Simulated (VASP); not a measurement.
Write the native input for VASP 6.6.1 that does the following.

| Property | Result |
| --- | --- |
| Task | single point |
| Functional | PBEsol |
| Potentials or basis | VASP PAW PBE potentials, release 64 (Sn_d, Te) |
| Cutoff | 520 eV |
| k mesh | 9 × 9 × 9 |
| Occupations | fermi-dirac, width 0.1 eV |
| Spin | no spin polarisation |
| Dipole correction | no |
| Further INCAR settings | ALGO = Normal; EDIFF = 1e-06; NBANDS = 17 |

The structure of SnTe lies in POSCAR:

```
SnTe
1.0
    0.0000000000      3.1438030397      3.1438030397
    3.1438030397      0.0000000000      3.1438030397
    3.1438030397      3.1438030397      0.0000000000
Sn Te
1 1
Direct
    0.0000000000      0.0000000000      0.0000000000
    0.5000000000      0.5000000000      0.5000000000
```

These files were run (other wordings do the same):

INCAR

```
PREC = Accurate
ENCUT = 520
EDIFF = 1E-6
ISMEAR = -1
SIGMA = 0.1
LREAL = F
LASPH = T
NELM = 100
ALGO = Normal
ISIF = 2
LWAVE = F
LCHARG = F
GGA = PS
NBANDS = 17
```

KPOINTS

```
Automatic mesh
0
Gamma
  9 9 9
```

Potentials or basis: VASP PAW PBE potentials, release 64 (Sn_d, Te).

Launch:

```console
$ cat potpaw_PBE.64/Sn_d/POTCAR potpaw_PBE.64/Te/POTCAR > POTCAR
$ mpirun -np 1 vasp_std > vasp.out
```

Results of the run:

```json
{
 "Pressure": "0.0 GPa"
}
```

Caveat: the PAW data sets were made with another functional, which shifts forces and pressure a little.

Run time: 36 s on 1 thread of Intel(R) Xeon(R) Platinum 8259CL CPU @ 2.50GHz (Skylake/Cascade Lake), on a shared host, peak memory 0.22 GiB.
